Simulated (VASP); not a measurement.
# Eu (Fm-3m) in VASP: single point with PBEsol

Aim: the single point of Eu with PBEsol.

All numbers are computed with VASP 6.6.1; they aren't measurements. Logs are shortened: lines on timing, memory, paths and dates and some standing lists are left out, and cuts for length are marked.

### Step 1. The cell of the first run

The structure is cubic, space group Fm-3m (No. 225). Conventional cell: a = 5.579 Å, b = 5.579 Å, c = 5.579 Å, α = 90.00°, β = 90.00°, γ = 90.00°. Within 5.2 Å of Eu (site symmetry m-3m) lie 12 Eu at 3.94 Å.

### Step 2. Single point, PBEsol, collinear spin, ferromagnetic start

Input file INCAR:

```
SYSTEM = Eu
PREC = Accurate
ENCUT = 520
EDIFF = 1E-6
ISMEAR = -1
SIGMA = 0.08
LREAL = .FALSE.
LASPH = .TRUE.
NELM = 150
ALGO = Normal
ISIF = 2
LWAVE = .FALSE.
LCHARG = .FALSE.
ISPIN = 2
MAGMOM = 7.2
LORBIT = 11
LMAXMIX = 6
GGA = PS
NBANDS = 18
```

Input file KPOINTS:

```
regular mesh
0
G
  10 10 10
  0 0 0
```

Input file POSCAR:

```
Eu
1.0
    0.0000000000      2.7893026914      2.7893026914
    2.7893026914      0.0000000000      2.7893026914
    2.7893026914      2.7893026914      0.0000000000
Eu
1
Direct
    0.0000000000      0.0000000000      0.0000000000
```

Potentials or basis: VASP PAW PBE potentials, release 64 (Eu).

Launch:

```bash
$ cat potpaw_PBE.64/Eu/POTCAR > POTCAR
$ mpirun -np 1 vasp_std > vasp.out
```

OUTCAR:

```text
SYSTEM = Eu
   PREC = Accurate
   ENCUT = 520
   EDIFF = 1E-6
   ISMEAR = -1
   LREAL = .FALSE.
   LASPH = .TRUE.
   NELM = 150
   ISIF = 2
   ISPIN = 2
   LORBIT = 11
   GGA = PS

 ion  position               nearest neighbor table
   1  0.000  0.000  0.000-

  LATTYP: Found a face centered cubic cell.
 ALAT       =     5.5786053828

  Lattice vectors:

 A1 = (   0.0000000000,   2.7893026914,   2.7893026914)
 A2 = (   2.7893026914,   0.0000000000,   2.7893026914)
 A3 = (   2.7893026914,   2.7893026914,   0.0000000000)

Analysis of symmetry for initial positions (statically):
=====================================================================
 Subroutine PRICEL returns:
 Original cell was already a primitive cell.

 Routine SETGRP: Setting up the symmetry group for a
 face centered cubic supercell.

 Subroutine GETGRP returns: Found 48 space group operations
 (whereof 48 operations were pure point group operations)
 out of a pool of 48 trial point group operations.

The static configuration has the point symmetry O_h .

Analysis of symmetry for dynamics (positions and initial velocities):
=====================================================================
 Subroutine PRICEL returns:
 Original cell was already a primitive cell.

 Routine SETGRP: Setting up the symmetry group for a
 face centered cubic supercell.

 Subroutine GETGRP returns: Found 48 space group operations
 (whereof 48 operations were pure point group operations)
 out of a pool of 48 trial point group operations.

The dynamic configuration has the point symmetry O_h .

Analysis of structural, dynamic, and magnetic symmetry:
=====================================================================
 Subroutine PRICEL returns:
 Original cell was already a primitive cell.

 Routine SETGRP: Setting up the symmetry group for a
 face centered cubic supercell.

 Subroutine GETGRP returns: Found 48 space group operations
 (whereof 48 operations were pure point group operations)
 out of a pool of 48 trial point group operations.

The overall configuration has the point symmetry O_h .

 Subroutine INISYM returns: Found 48 space group operations
 (whereof 48 operations are pure point group operations),
 and found     1 'primitive' translations

----------------------------------------------------------------------------------------

                                     Primitive cell

  volume of cell :      43.4027

  direct lattice vectors                    reciprocal lattice vectors
     0.000000000  2.789302691  2.789302691    -0.179256271  0.179256271  0.179256271
[... 101 lines left out ...]
   IALGO  =     38    algorithm
   IMIX   =      4    mixing-type and parameters
     AMIX     =   0.40;   BMIX     =  1.00
     AMIX_MAG =   1.60;   BMIX_MAG =  1.00
  volume/ion in A,a.u.               =      43.40       292.90
  Fermi-wavevector in a.u.,A,eV,Ry     =   1.197803  2.263520 19.520723  1.434733
  Thomas-Fermi vector in A             =   2.333709
   LORBIT       =     11    0 simple, 1 ext, 2 COOP (PROOUT), +10 PAW based schemes
   GGA     = PS    functional components
   LHFCALC =     F    Hartree Fock is set to
   AEXX    =    0.0000 exact exchange contribution
   IVDW    =     0    specifies the selected vdW correction
   LEPSILON=     F    determine dielectric tensor
   LRPA    =     F    only Hartree local field effects (RPA)
 spin polarized calculation
  energy-cutoff  :      520.00
  volume of cell :       43.40
 maximum number of plane-waves:      1211
 NGX is ok and might be reduce to    30
   NGX = 15   NGY = 15   NGZ = 15

 number of electron      17.0000003 magnetization       7.4812402

 Free energy of the ion-electron system (eV)
  ---------------------------------------------------
  ext. energy  EPLUGINS =         0.00000000
  ---------------------------------------------------
  free energy    TOTEN  =       -11.68917703 eV

  energy without entropy =      -11.64507078  energy(sigma->0) =      -11.66712390

 E-fermi :   1.8012     XC(G=0):  -8.8135

 val. band max:        1.7844368877   @ k =  -0.4000   0.4000   0.1000
 cond. band min:       1.8802896457   @ k =  -0.3000   0.5000   0.2000
 fundamental gap:      0.0958527580
 Fermi energy:         1.8012224044

 spin component 1

 k-point     1 :       0.0000    0.0000    0.0000
  band No.  band energies     occupation
      1     -39.8327      1.00000
      2     -18.4035      1.00000
      3     -18.4035      1.00000
      4     -18.4035      1.00000
      5      -2.5670      1.00000
      6       1.2110      0.99938
[... 493 lines left out ...]
     17       6.6608      0.00000
     18       9.6368      0.00000

 [... further k-points ...]

 spin component 2

 k-point     1 :       0.0000    0.0000    0.0000
  band No.  band energies     occupation
      1     -36.7079      1.00000
      2     -16.0275      1.00000
      3     -16.0275      1.00000
      4     -16.0275      1.00000
      5      -1.6271      1.00000
      6       4.6947      0.00000
[... 493 lines left out ...]
     17       8.0439      0.00000
     18      10.9463      0.00000

 [... further k-points ...]

------------------------ aborting loop because EDIFF is reached ----------------------------------------

  FORCE on cell =-STRESS in cart. coord.  units (eV):
  Direction    XX          YY          ZZ          XY          YZ          ZX
  --------------------------------------------------------------------------------------
  -------------------------------------------------------------------------------------
  Total       -0.5817558     -0.5817558     -0.5817558     -0.0000000      0.0000000     -0.0000000
  in kB      -21.4750595    -21.4750595    -21.4750595     -0.0000000      0.0000000     -0.0000000
  external PRESSURE =     -21.4750595 kB  Pullay stress =       0.0000000 kB

 VOLUME and BASIS-vectors are now :
 -----------------------------------------------------------------------------
  energy-cutoff  :      520.00
  volume of cell :       43.40
      direct lattice vectors                 reciprocal lattice vectors
     0.000000000  2.789302691  2.789302691    -0.179256271  0.179256271  0.179256271
     2.789302691  0.000000000  2.789302691     0.179256271 -0.179256271  0.179256271
     2.789302691  2.789302691  0.000000000     0.179256271  0.179256271 -0.179256271

 POSITION                                       TOTAL-FORCE (eV/Angst)
 -----------------------------------------------------------------------------------
      0.00000      0.00000      0.00000        -0.000000      0.000000      0.000000
 -----------------------------------------------------------------------------------
    total drift:                               -0.000000     -0.000000     -0.000000

  FREE ENERGIE OF THE ION-ELECTRON SYSTEM (eV)
  ---------------------------------------------------
  free  energy   TOTEN  =       -11.6891770255 eV

  energy  without entropy=      -11.6450707822  energy(sigma->0) =      -11.66712390

 total charge

# of ion       s       p       d       f       tot
--------------------------------------------------
    1        2.080   5.679   0.303   6.626  14.688

 magnetization (x)

# of ion       s       p       d       f       tot
--------------------------------------------------
    1        0.001  -0.079   0.179   6.624   6.725
```

Run time: 92 s. Hardware: 1 thread of AMD EPYC 7R13 (Zen 3), shared host; peak memory 0.2 GiB.

Results:

```
Free energy                                           : -11.6892 eV
Pressure                                              : -2.1 GPa
Net moment                                            : 7.48 μB per cell
Site moments                                          : Eu +6.72 μB
Valence electrons inside the program's atomic spheres : Eu 14.69
```

Caveat: the PAW data sets were made with another functional, which shifts forces and pressure a little; spin-orbit coupling is left out, which moves the levels of the heavy elements.
